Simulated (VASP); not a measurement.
A run of VASP 6.6.1 is set up as follows.

Contents of INCAR:

```
  PREC = Accurate
  ENCUT = 600
  EDIFF = 1E-6
  ISMEAR = 0
  SIGMA = 0.1
  LREAL = False
  LASPH = True
  NELM = 80
  ALGO = Normal
  ISIF = 3
  LWAVE = False
  LCHARG = False
  GGA = PE
  IBRION = 2
  NSW = 100
  EDIFFG = -0.01
```

Contents of KPOINTS:

```
regular mesh
0
Gamma
  14 14 16
```

The input POSCAR:

```
B3As
1.0
    3.6003724436      0.0000000000      0.0000000000
    0.0000000000      3.6003724436      0.0000000000
    0.0000000000      0.0000000000      2.9865191147
B As
3 1
Direct
    0.0000000000      0.5000000000      0.5000000000
    0.5000000000      0.0000000000      0.5000000000
    0.5000000000      0.5000000000      0.0000000000
    0.0000000000      0.0000000000      0.0000000000
```

Potentials or basis: VASP PAW PBE potentials, release 64 (B, As).

Command:

```sh
$ cat potpaw_PBE.64/B/POTCAR potpaw_PBE.64/As/POTCAR > POTCAR
$ mpirun -np 1 vasp_std > vasp.out
```

(1) Predict the relaxed cell.

(2) Estimate the relaxed volume.

Results:

(1) a = 3.582 Å, b = 3.582 Å, c = 3.008 Å, α = 90.00°, β = 90.00°, γ = 90.00°.

(2) 9.65 Å³/atom.
